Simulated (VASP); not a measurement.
# Ge (Cmmm) in VASP: further runs, part 2 of 2

VASP 6.6.1. The steps go on from the part before.

### 4 Single point, PBEsol (strain +0.025 along x and y, +0.025 along z)

The input, INCAR:

```
ALGO = Normal
EDIFF = 1E-6
ENCUT = 520
GGA = PS
ISIF = 2
ISMEAR = 0
LASPH = True
LCHARG = False
LREAL = False
LWAVE = False
NBANDS = 13
NELM = 100
PREC = Accurate
SIGMA = 0.15
```

The input, KPOINTS:

```
k-points
0
Gamma
  20 20 18
```

The input, POSCAR:

```
Ge
1.0
    1.4320777250     -2.6655289000      0.0000000000
    1.4320777250      2.6655289000      0.0000000000
    0.0000000000      0.0000000000      2.7656867750
Ge
1
Direct
    0.5000000000      0.5000000000      0.0000000000
```

Potentials or basis: VASP PAW PBE potentials, release 64 (Ge_d).

Run with:

```bash
$ cat potpaw_PBE.64/Ge_d/POTCAR > POTCAR
$ mpirun -np 1 vasp_std > vasp.out
```

OUTCAR:

```text
EDIFF = 1E-6
   ENCUT = 520
   GGA = PS
   ISIF = 2
   ISMEAR = 0
   LASPH = True
   LREAL = False
   NELM = 100
   PREC = Accurate

 ion  position               nearest neighbor table
   1  0.500  0.500  0.000-

  LATTYP: Found a base centered orthorhombic cell.
 ALAT       =     2.8641554500
 B/A-ratio  =     1.8613018368
 C/A-ratio  =     0.9656203454

  Lattice vectors:

 A1 = (   1.4320777250,  -2.6655289000,   0.0000000000)
 A2 = (   1.4320777250,   2.6655289000,   0.0000000000)
 A3 = (   0.0000000000,   0.0000000000,   2.7656867750)

Analysis of symmetry for initial positions (statically):
=====================================================================
 Subroutine PRICEL returns:
 Original cell was already a primitive cell.

 Routine SETGRP: Setting up the symmetry group for a
 base centered orthorhombic supercell.

 Subroutine GETGRP returns: Found  8 space group operations
 (whereof  8 operations were pure point group operations)
 out of a pool of  8 trial point group operations.

The static configuration has the point symmetry D_2h.

Analysis of symmetry for dynamics (positions and initial velocities):
=====================================================================
 Subroutine PRICEL returns:
 Original cell was already a primitive cell.

 Routine SETGRP: Setting up the symmetry group for a
 base centered orthorhombic supercell.

 Subroutine GETGRP returns: Found  8 space group operations
 (whereof  8 operations were pure point group operations)
 out of a pool of  8 trial point group operations.

The dynamic configuration has the point symmetry D_2h.

 Subroutine INISYM returns: Found  8 space group operations
 (whereof  8 operations are pure point group operations),
 and found     1 'primitive' translations

----------------------------------------------------------------------------------------

                                     Primitive cell

  volume of cell :      21.1146

  direct lattice vectors                    reciprocal lattice vectors
     1.432077725 -2.665528900  0.000000000     0.349143061 -0.187580033  0.000000000
     1.432077725  2.665528900  0.000000000     0.349143061  0.187580033  0.000000000
     0.000000000  0.000000000  2.765686775     0.000000000  0.000000000  0.361573845

  length of vectors
     3.025870276  3.025870276  2.765686775     0.396342208  0.396342208  0.361573845

  position of ions in fractional coordinates (direct lattice)
     0.500000000  0.500000000  0.000000000

  ion indices of the primitive-cell ions
   primitive index   ion index
                 1           1

----------------------------------------------------------------------------------------

 KPOINTS: k-points

Automatic generation of k-mesh.
 Grid dimensions read from file:
 generate k-points for:   20   20   18

 Generating k-lattice:

  Cartesian coordinates                     Fractional coordinates (reciprocal lattice)
     0.017457153 -0.009379002  0.000000000     0.050000000  0.000000000  0.000000000
     0.017457153  0.009379002  0.000000000     0.000000000  0.050000000  0.000000000
     0.000000000  0.000000000  0.020087436     0.000000000  0.000000000  0.055555556

  Length of vectors
     0.019817110  0.019817110  0.020087436

  Shift w.r.t. Gamma in fractional coordinates (k-lattice)
     0.000000000  0.000000000  0.000000000

 Subroutine IBZKPT returns following result:
 ===========================================

 Found   1110 irreducible k-points:

 Following reciprocal coordinates:
            Coordinates               Weight
  0.000000  0.000000  0.000000      1.000000
  0.050000 -0.000000  0.000000      4.000000
  0.100000 -0.000000  0.000000      4.000000
  0.150000 -0.000000  0.000000      4.000000
  0.200000 -0.000000  0.000000      4.000000
  0.250000 -0.000000  0.000000      4.000000
[... 16 lines left out ...]
 -0.400000  0.050000  0.000000      4.000000
 -0.350000  0.050000  0.000000      4.000000
 [... further k-points ...]
   k-points           NKPTS =   1110   k-points in BZ     NKDIM =   1110   number of bands    NBANDS=     13
   number of dos      NEDOS =    301   number of ions     NIONS =      1
   total plane-waves  NPLWV =  13824
   dimension x,y,z NGX =    24 NGY =   24 NGZ =   24
   dimension x,y,z NGXF=    48 NGYF=   48 NGZF=   48
   ions per type =               1
   NGX,Y,Z   is equivalent  to a cutoff of  13.19, 13.19, 14.43 a.u.
   NGXF,Y,Z  is equivalent  to a cutoff of  26.37, 26.37, 28.85 a.u.
 SYSTEM =  unknown system
   PREC   = accura    normal or accurate (medium, high low for compatibility)
   ISTART =      0    job   : 0-new  1-cont  2-samecut
   ICHARG =      2    charge: 1-file 2-atom 10-const
   ISPIN  =      1    spin polarized calculation?
   LNONCOLLINEAR =      F non collinear calculations
   LSORBIT =      F    spin-orbit coupling
   LASPH  =      T    aspherical Exc in radial PAW
   ENCUT  =  520.0 eV  38.22 Ry    6.18 a.u.   5.63  5.63  5.14*2*pi/ulx,y,z
   NELM   =    100;   NELMIN=  2; NELMDL= -5     # of ELM steps
   EDIFF  = 0.1E-05   stopping-criterion for ELM
   LREAL  =      F    real-space projection
   EDIFFG = 0.1E-04   stopping-criterion for IOM
   NSW    =      0    number of steps for IOM
   IBRION =     -1    ionic relax: 0-MD 1-quasi-New 2-CG
   NFREE  =      0    steps in history (QN), initial steepest desc. (CG)
   ISIF   =      2    stress and relaxation
   ISYM   =      2    0-nonsym 1-usesym 2-fastsym
   POTIM  = 0.5000    time-step for ionic-motion
   TEBEG  =    0.0;   TEEND  =   0.0 temperature during run
   PSTRESS=    0.0 pullay stress
   NELECT =      14.0000    total number of electrons
   NUPDOWN=      -1.0000    fix difference up-down
   EMIN   =  10.00;   EMAX   =-10.00  energy-range for DOS
   EFERMI =   0.00;   METHOD = LEGACY
   ISMEAR =     0;   SIGMA  =   0.15  broadening in eV -4-tet -1-fermi 0-gaus
   EFERMI_NEDOS =   21; number of points for ismear=-14 and -15
   IALGO  =     38    algorithm
   IMIX   =      4    mixing-type and parameters
     AMIX     =   0.40;   BMIX     =  1.00
     AMIX_MAG =   1.60;   BMIX_MAG =  1.00
  volume/ion in A,a.u.               =      21.11       142.49
  Fermi-wavevector in a.u.,A,eV,Ry     =   1.427545  2.697669 27.727111  2.037885
  Thomas-Fermi vector in A             =   2.547703
   LORBIT       =      0    0 simple, 1 ext, 2 COOP (PROOUT), +10 PAW based schemes
   GGA     = PS    functional components
   LHFCALC =     F    Hartree Fock is set to
   AEXX    =    0.0000 exact exchange contribution
   IVDW    =     0    specifies the selected vdW correction
   LEPSILON=     F    determine dielectric tensor
   LRPA    =     F    only Hartree local field effects (RPA)
 non-spin polarized calculation
 Gauss-broadening in eV      SIGMA  =   0.15
  energy-cutoff  :      520.00
  volume of cell :       21.11
 maximum number of plane-waves:       586
   NGX = 11   NGY = 11   NGZ = 11

 number of electron      13.9999995 magnetization

 Free energy of the ion-electron system (eV)
  ---------------------------------------------------
  ext. energy  EPLUGINS =         0.00000000
  ---------------------------------------------------
  free energy    TOTEN  =        -4.67897177 eV

  energy without entropy =       -4.67394870  energy(sigma->0) =       -4.67646023

 E-fermi :   5.3266     XC(G=0): -10.8258

 val. band max:        5.3261672954   @ k =   0.2500  -0.0000   0.2778
 cond. band min:       5.3269201284   @ k =   0.3500   0.1500   0.3889
 fundamental gap:      0.0007528330
 Fermi energy:         5.3266197532

 k-point     1 :       0.0000    0.0000    0.0000
  band No.  band energies     occupation
      1     -19.2890      2.00000
      2     -19.2433      2.00000
      3     -19.2021      2.00000
      4     -19.1187      2.00000
      5     -19.1021      2.00000
      6      -6.9644      2.00000
      7      11.5818      0.00000
      8      11.9510      0.00000
      9      13.3310      0.00000
     10      15.2083      0.00000
     11      17.2850      0.00000
     12      19.2813      0.00000
     13      19.8304      0.00000
[... 353 lines left out ...]
 k-point    24 :      -0.3500    0.0500    0.0000
  band No.  band energies     occupation
      1     -19.2656      2.00000
      2     -19.2126      2.00000
      3     -19.1577      2.00000
      4     -19.1366      2.00000
      5     -19.1217      2.00000
      6      -4.5986      2.00000
      7       4.1426      2.00000
      8       8.5103      0.00000
      9      13.6694      0.00000
     10      14.1913      0.00000
     11      18.0583      0.00000
     12      24.2824      0.00000
     13      24.7150      0.00000

 [... further k-points ...]

------------------------ aborting loop because EDIFF is reached ----------------------------------------

  FORCE on cell =-STRESS in cart. coord.  units (eV):
  Direction    XX          YY          ZZ          XY          YZ          ZX
  --------------------------------------------------------------------------------------
  -------------------------------------------------------------------------------------
  Total       -0.9689800     -1.0886748     -1.0215496      0.0000000      0.0000000      0.0000000
  in kB      -73.5262527    -82.6086971    -77.5152331      0.0000000      0.0000000      0.0000000
  external PRESSURE =     -77.8833943 kB  Pullay stress =       0.0000000 kB

 VOLUME and BASIS-vectors are now :
 -----------------------------------------------------------------------------
  energy-cutoff  :      520.00
  volume of cell :       21.11
      direct lattice vectors                 reciprocal lattice vectors
     1.432077725 -2.665528900  0.000000000     0.349143061 -0.187580033  0.000000000
     1.432077725  2.665528900  0.000000000     0.349143061  0.187580033  0.000000000
     0.000000000  0.000000000  2.765686775     0.000000000  0.000000000  0.361573845

 POSITION                                       TOTAL-FORCE (eV/Angst)
 -----------------------------------------------------------------------------------
      1.43208      0.00000      0.00000         0.000000     -0.000000      0.000000
 -----------------------------------------------------------------------------------
    total drift:                               -0.000000     -0.000000     -0.000000

  FREE ENERGIE OF THE ION-ELECTRON SYSTEM (eV)
  ---------------------------------------------------
  free  energy   TOTEN  =        -4.6789717670 eV

  energy  without entropy=       -4.6739486983  energy(sigma->0) =       -4.67646023
```

OSZICAR:

```text
N       E                     dE             d eps       ncg     rms          rms(c)
DAV:   1     0.639963255218E+02    0.63996E+02   -0.71830E+03 30891   0.286E+03
DAV:   2     0.133345540267E+01   -0.62663E+02   -0.59780E+02 30810   0.412E+02
DAV:   3    -0.460272242302E+01   -0.59362E+01   -0.59080E+01 33168   0.738E+01
DAV:   4    -0.469471751840E+01   -0.91995E-01   -0.91983E-01 33085   0.999E+00
DAV:   5    -0.469573504227E+01   -0.10175E-02   -0.10175E-02 33861   0.119E+00    0.118E+00
DAV:   6    -0.468312830960E+01    0.12607E-01   -0.12810E-02 36045   0.245E+00    0.639E-01
DAV:   7    -0.467917273197E+01    0.39556E-02   -0.67170E-03 35961   0.151E+00    0.875E-02
DAV:   8    -0.467897009106E+01    0.20264E-03   -0.72112E-04 34890   0.604E-01    0.256E-02
DAV:   9    -0.467897172086E+01   -0.16298E-05   -0.11379E-05 35481   0.413E-02    0.579E-03
DAV:  10    -0.467897176696E+01   -0.46098E-07   -0.43467E-07 23217   0.987E-03
   1 F= -.46789718E+01 E0= -.46764602E+01  d E =-.502307E-02
```

It took 68 s on 1 thread of Intel Xeon 6975P-C (Granite Rapids), shared host; peak memory 0.38 GiB.

Results:

| Quantity | Value |
| --- | --- |
| Free energy | -4.6790 eV |
| Pressure | -7.8 GPa |
| Band gap on the k mesh | zero (band 7 reaches 11.64 eV, above the bottom of band 8 at 2.75 eV) |

Caveat: the cell differs from its parent crystal (strain +0.025 along x and y, +0.025 along z); the PAW data sets were made with another functional, which shifts forces and pressure a little.

### 5 Overview

```csv
cell,gap on the mesh (eV),pressure (GPa)
"a = 3.026, b = 3.026, c = 2.698 Å, angles 90.0, 90.0, 123.5°, 1 atom",none,-6.7
"a = 3.100, b = 3.100, c = 2.631 Å, angles 90.0, 90.0, 123.5°, 1 atom",none,-7.1
"a = 3.026, b = 3.026, c = 2.766 Å, angles 90.0, 90.0, 123.5°, 1 atom",none,-7.8
```

Alike in all rows: task single point; level PBEsol; potentials or basis VASP PAW PBE potentials, release 64 (Ge_d); no spin polarisation; k mesh 20 × 20 × 18; cutoff (eV) 520; smearing gaussian 0.15 eV.

Caveats: the PAW data sets were made with another functional, which shifts forces and pressure a little.

Total energies depend on the potentials used, so only differences within one code and one set of settings carry meaning.
